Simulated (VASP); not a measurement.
The system is Ti3Ge2.

```
Ti Ge
1.0
     4.46686    0.00000    0.00000
     0.00000    4.46686    0.00000
     0.00000    0.00000    4.46686
Ti Ge
3 2
Direct
  0.50000 0.00000 0.00000
  0.00000 0.50000 0.00000
  0.00000 0.00000 0.50000
  0.00000 0.00000 0.00000
  0.50000 0.50000 0.50000
```

- Program: VASP 6.6.1
- Task: relaxation of cell and atoms
- Functional: PBE
- Potentials or basis: VASP PAW PBE potentials, release 64 (Ti_sv, Ge_d)
- Cutoff: 600 eV
- k mesh: 4 × 4 × 4
- Occupations: gaussian, width 0.1 eV
- Spin: no spin polarisation

At the start: pressure 15.2 GPa; volume 17.83 Å³/atom.

Problem. How do energy, volume and symmetry change on relaxing?

Solution. Over 3 steps the energy falls by 108.1 meV/atom and the volume is 20.40 Å³/atom (+14.5 %); space group Pm-3m (No. 221, to 0.05 Å).

The path:
```tsv
step	energy change (eV)	largest force (eV/Å)	pressure (GPa)	volume (Å³)
1	0.0000	0.0000	15.18	89.13
2	-0.2846	0.0000	-6.94	112.73
3	-0.5407	0.0000	-0.08	102.02
```

Final structure:
```yaml
crystal:
  lattice:
    - [4.67264, 0.00000, 0.00000]
    - [0.00000, 4.67264, 0.00000]
    - [0.00000, 0.00000, 4.67264]
  atoms:
    - { symbol: Ti, position: [0.50000, 0.00000, 0.00000] }
    - { symbol: Ti, position: [0.00000, 0.50000, 0.00000] }
    - { symbol: Ti, position: [0.00000, 0.00000, 0.50000] }
    - { symbol: Ge, position: [0.00000, 0.00000, 0.00000] }
    - { symbol: Ge, position: [0.50000, 0.50000, 0.50000] }
```
